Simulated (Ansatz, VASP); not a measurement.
Ca3F: VASP beside Ansatz

Contents of INCAR:

```
ALGO     = Normal         # electronic algorithm
EDIFF    = 1E-6           # SCF threshold, eV
EDIFFG   = -0.04          # ionic threshold
ENCUT    = 600            # plane-wave cutoff, eV
GGA      = PE             # functional
IBRION   = 2              # ionic algorithm
ISIF     = 3              # what is computed and relaxed
ISMEAR   = 0              # smearing method
LASPH    = T              # aspherical terms in the spheres
LCHARG   = F              # write CHGCAR
LREAL    = F              # projectors in reciprocal space
LWAVE    = F              # write WAVECAR
NELM     = 80             # most SCF steps
NSW      = 90             # ionic steps
PREC     = Accurate       # precision mode
SIGMA    = 0.1            # smearing width, eV
```

File KPOINTS:

```
k-points
0
Gamma
  4 4 4
```

The input POSCAR:

```
Ca3F
1.0
    4.5144928071      0.0000000000      0.0000000000
    0.0000000000      4.5144928071      0.0000000000
    0.0000000000      0.0000000000      4.4680901221
Ca F
3 1
Direct
    0.0000000000      0.5000000000      0.5000000000
    0.5000000000      0.0000000000      0.5000000000
    0.5000000000      0.5000000000      0.0000000000
    0.0000000000      0.0000000000      0.0000000000
```

Input for Ansatz:

```yaml
crystal:
  lattice:
    - [4.5144928071, 0.0, 0.0]
    - [0.0, 4.5144928071, 0.0]
    - [0.0, 0.0, 4.4680901221]
  atoms:
    - { symbol: Ca, position: [0.0, 0.5, 0.5] }
    - { symbol: Ca, position: [0.5, 0.0, 0.5] }
    - { symbol: Ca, position: [0.5, 0.5, 0.0] }
    - { symbol: F, position: [0.0, 0.0, 0.0] }
basis:
  ecutwfc: 420
kpoints:
  mp_grid: { grid: [4, 4, 4] }
hamiltonian:
  xc: pbe
scf:
  occupations: { method: gaussian, width: 0.1 }
  lower_state_search: "off"
output:
  forces: true
  stress: true
  eigenvalues: true
relax:
  adjacent_minimum: "off"
  f_tol: 0.04
  max_steps: 70
  cell: { stress_tol: 0.4 }
```

Alike in both runs: task relaxation of cell and atoms; functional PBE; k mesh 4 × 4 × 4; occupations gaussian, width 0.1 eV; no spin polarisation.

|  | VASP | Ansatz |
| --- | --- | --- |
| version | VASP 6.6.1 | Ansatz 0.2.0 |
| potentials or method | VASP PAW PBE potentials, release 64 (Ca_sv, F), cutoff 600 eV | scalar-relativistic, plane waves, PAW |
| valence electrons in the cell | 37 | 37 |

Ansatz gave:

| Item | Value |
| --- | --- |
| gap on the k mesh at the Fermi level, each at its own relaxed structure (eV) | none |
| relaxed volume (Å³/atom) | 35.05 |
| relaxed cell length with the largest relative difference (Å) | 5.972 |

Problem. Which values does VASP return?

Solution. gap on the k mesh at the Fermi level, each at its own relaxed structure (eV): none; relaxed volume (Å³/atom): 32.83; relaxed cell length with the largest relative difference (Å): 5.722.

A gap of «none» marks a metal or a gap that the smearing closes. One of these differences is far larger than is usual between the two programs; its cause wasn't traced.

Noted on VASP's run: the volume moved by over 15 % at a fixed basis, so the end points are rough.
